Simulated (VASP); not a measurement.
# Rb16Li (a cell with a defect) in VASP: notebook, part 2 of 2

VASP 6.6.1.

### Step 4. Single point, PBE

INCAR

```
SYSTEM = Rb16Li
ALGO = Normal
EDIFF = 1E-6
ENCUT = 520
GGA = PE
ISIF = 2
ISMEAR = -1
LASPH = .TRUE.
LCHARG = .FALSE.
LREAL = Auto
LWAVE = .FALSE.
NBANDS = 88
NELM = 60
PREC = Accurate
SIGMA = 0.05
```

KPOINTS

```
k-points
0
G
  1 1 1
  0 0 0
```

POSCAR

```
Rb16Li
1.0
   11.1800000000      0.0000000000      0.0000000000
    0.0000000000     11.1800000000      0.0000000000
    0.0000000000      0.0000000000     11.1800000000
Rb Li
16 1
Direct
    0.0738908766     -0.2394901610     -0.0083005367
    0.3620572451      0.1181574240     -0.0308855098
    0.0846153846      0.2822898032      0.0481037567
   -0.0742665474     -0.1177728086      0.5338998211
    0.1701252236      0.0821377460      0.3898479428
    0.4236762075      0.5800447227      0.0219677996
    0.5445706619      0.1524239714      0.4876028623
    0.6308497317      0.2234704830      0.1286762075
   -0.0035867621      0.4448658318      0.4949373882
    0.2928085868      0.6977459750      0.3147584973
    0.3465205725      0.4583542039      0.6984525939
    0.6802325581      0.5568694097      0.4616457961
    0.6770930233      0.7989087657      0.1205098390
    0.8481842576      0.3177280859      0.8122271914
    0.2560286225      0.8672450805      0.7159570662
    0.7002504472      0.7688819320      0.8232468694
    0.0637388193      0.1208407871      0.7168157424
```

Potentials or basis: VASP PAW PBE potentials, release 64 (Rb_sv, Li_sv).

Launch:

```sh
$ cat potpaw_PBE.64/Rb_sv/POTCAR potpaw_PBE.64/Li_sv/POTCAR > POTCAR
$ mpirun -np 1 vasp_gam > vasp.out
```

OUTCAR:

```text
SYSTEM = Rb16Li
   EDIFF = 1E-6
   ENCUT = 520
   GGA = PE
   ISIF = 2
   ISMEAR = -1
   LASPH = .TRUE.
   LREAL = Auto
   NELM = 60
   PREC = Accurate

 ion  position               nearest neighbor table
   1  0.074  0.761  0.992-  15 3.88   6 4.41  10 4.42  16 4.58  13 4.68   2 5.14   3 5.38   4 5.55
                            11 5.61
   2  0.362  0.118  0.969-   8 3.69   3 3.71  15 4.16  11 4.86   1 5.14   5 5.19   6 5.24  13 5.29
                            16 5.67   7 5.77
   3  0.085  0.282  0.048-   2 3.71  14 3.75  17 4.13   5 4.53   6 5.05   8 5.19  11 5.27   1 5.38
                             9 5.41
   4  0.926  0.882  0.534-  17 3.70   5 3.88  15 4.22  16 4.29  12 4.63   9 4.97  10 5.21   7 5.25
                            13 5.47   1 5.55
   5  0.170  0.082  0.390-  17 3.87   4 3.88   7 4.40  15 4.47   3 4.53  10 4.59   9 4.65   2 5.19
                            11 5.79
   6  0.424  0.580  0.022-  10 3.82  13 3.90  11 3.96  16 4.35   1 4.41   8 4.76  15 5.05   3 5.05
                             2 5.24  12 5.70
   7  0.545  0.152  0.488-   8 4.20   5 4.40  11 4.71  12 4.78  15 5.20   4 5.25  14 5.30   2 5.77
[... 11 lines left out ...]
  14  0.848  0.318  0.812-  17 3.43   3 3.75   9 4.17   8 4.42  12 5.10   7 5.30  16 5.31
  15  0.256  0.867  0.716-  17 3.56   1 3.88   2 4.16   4 4.22   5 4.47  11 4.69  10 4.89   6 5.05
[... 207 lines left out ...]
      5     -28.9826      2.00000
      6     -28.9506      2.00000
[... 77 lines left out ...]
     84       0.8413      0.00048
     85       1.2543      0.00000
 [bands above 85 left out]

------------------------ aborting loop because EDIFF is reached ----------------------------------------

  FORCE on cell =-STRESS in cart. coord.  units (eV):
  Direction    XX          YY          ZZ          XY          YZ          ZX
  --------------------------------------------------------------------------------------
  -------------------------------------------------------------------------------------
  Total        7.5431109      1.9543898      8.7894948     -0.4752439      0.6094323     -0.1374055
  in kB        8.6483980      2.2407652     10.0774137     -0.5448811      0.6987320     -0.1575394
  external PRESSURE =       6.9888590 kB  Pullay stress =       0.0000000 kB

 VOLUME and BASIS-vectors are now :
 -----------------------------------------------------------------------------
  energy-cutoff  :      520.00
  volume of cell :     1397.42
      direct lattice vectors                 reciprocal lattice vectors
    11.180000000  0.000000000  0.000000000     0.089445438  0.000000000  0.000000000
     0.000000000 11.180000000  0.000000000     0.000000000  0.089445438  0.000000000
     0.000000000  0.000000000 11.180000000     0.000000000  0.000000000  0.089445438

 POSITION                                       TOTAL-FORCE (eV/Angst)
 -----------------------------------------------------------------------------------
      0.82610      8.50250     11.08720        -0.235426      0.010618      0.123142
      4.04780      1.32100     10.83470         0.042154     -0.291886     -0.226343
      0.94600      3.15600      0.53780        -0.108916      0.203049      0.275722
     10.34970      9.86330      5.96900        -0.295733     -0.078072     -0.088048
      1.90200      0.91830      4.35850         0.132717      0.211029     -0.209177
      4.73670      6.48490      0.24560        -0.007293     -0.335195     -0.036961
[... 9 lines left out ...]
      7.82880      8.59610      9.20390         0.021984      0.039448     -0.722805
      0.71260      1.35100      8.01400         0.177868      0.095750      0.058223
 -----------------------------------------------------------------------------------
    total drift:                               -0.003615     -0.000384      0.000594

  FREE ENERGIE OF THE ION-ELECTRON SYSTEM (eV)
  ---------------------------------------------------
  free  energy   TOTEN  =       -12.4226275110 eV

  energy  without entropy=      -12.1713950930  energy(sigma->0) =      -12.29701130
```

OSZICAR:

```text
N       E                     dE             d eps       ncg     rms          rms(c)
DAV:   1     0.143676595394E+04    0.14368E+04   -0.63748E+04   184   0.138E+03
DAV:   2     0.163600515891E+03   -0.12732E+04   -0.12527E+04   240   0.301E+02
DAV:   3    -0.415713228621E+01   -0.16776E+03   -0.16629E+03   248   0.105E+02
DAV:   4    -0.127340492551E+02   -0.85769E+01   -0.84997E+01   240   0.254E+01
DAV:   5    -0.133592268676E+02   -0.62518E+00   -0.62388E+00   272   0.474E+00    0.672E+00
DAV:   6    -0.124724076573E+02    0.88682E+00   -0.20089E+00   200   0.290E+00    0.397E+00
DAV:   7    -0.124179533654E+02    0.54454E-01   -0.78924E-01   224   0.142E+00    0.185E+00
DAV:   8    -0.124201379866E+02   -0.21846E-02   -0.10914E-01   248   0.748E-01    0.661E-01
DAV:   9    -0.124225862058E+02   -0.24482E-02   -0.20376E-02   208   0.338E-01    0.202E-01
DAV:  10    -0.124225151144E+02    0.71091E-04   -0.25878E-03   232   0.131E-01    0.783E-02
DAV:  11    -0.124226064058E+02   -0.91291E-04   -0.58024E-04   248   0.727E-02    0.292E-02
DAV:  12    -0.124226215974E+02   -0.15192E-04   -0.12176E-04   224   0.265E-02    0.165E-02
DAV:  13    -0.124226240000E+02   -0.24026E-05   -0.13553E-05   216   0.124E-02    0.647E-03
DAV:  14    -0.124226276445E+02   -0.36444E-05   -0.43300E-06   152   0.605E-03    0.251E-03
DAV:  15    -0.124226275110E+02    0.13341E-06   -0.79381E-07   112   0.298E-03
   1 F= -.12422628E+02 E0= -.12297011E+02  d E =-.251232E+00
```

Wall time 1.9 min (1 thread of Intel Xeon 6975P-C (Granite Rapids), shared host); peak memory 0.95 GiB.

Results:

```
Free energy   : -12.4226 eV
Largest force : 0.900 eV/Å
```

Forces in eV/Å, atoms in the order of the input:
```
Rb  -0.235  0.011  0.123
Rb   0.042 -0.292 -0.226
Rb  -0.109  0.203  0.276
Rb  -0.296 -0.078 -0.088
Rb   0.133  0.211 -0.209
Rb  -0.007 -0.335 -0.037
Rb   0.062 -0.143  0.195
Rb   0.333  0.169  0.158
Rb   0.304 -0.099 -0.079
Rb  -0.032  0.029  0.296
Rb  -0.102 -0.179 -0.151
Rb  -0.373  0.094 -0.132
Rb   0.161  0.262  0.845
Rb  -0.456  0.161 -0.138
Rb   0.376 -0.150 -0.167
Rb   0.022  0.039 -0.723
Li   0.178  0.096  0.058
```

Caveat: the k points lie up to 0.56 Å⁻¹ apart; the cutoff is under 1.25 times the usual one of these potentials, so pressure, stress and relaxed cells hold a basis-set (Pulay) error.
